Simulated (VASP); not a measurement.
Runs of VASP 6.6.1 on SiC. The structure is that of space group R3m (No. 160), or close to it. The cells are those of the table. 

```csv
cell,gap on the mesh (eV),pressure (GPa),largest force (eV/Å)
"a = 3.290 Å, angles 52.2°, 2 atoms",0.45,14.0,(d)
"a = 2.820 Å, angles 75.3°, 2 atoms",0.15,48.6,12.73
"a = 4.227 Å, angles 33.6°, 2 atoms",none,(c),(a)
"a = 2.739 Å, 2 atoms",none,188.2,62.43
"a = 2.760 Å, angles 82.7°, 2 atoms",none,(b),30.52
```

Alike in all rows: task single point; level PBE; potentials or basis VASP PAW PBE potentials, release 64 (Si, C); no spin polarisation; k mesh 12 × 12 × 12; cutoff (eV) 520; smearing gaussian 0.05 eV.

Problem. Estimate the missing entries.

Solution. (a) 4.15; (b) 103.9; (c) 74.9; (d) 0.50.

Caveats: forces of over 1 eV/Å act on the atoms, so gaps and moduli don't describe the material at rest (some runs).

A k mesh can miss the band edges.

A gap of «none» marks levels without a gap at the run's occupations.
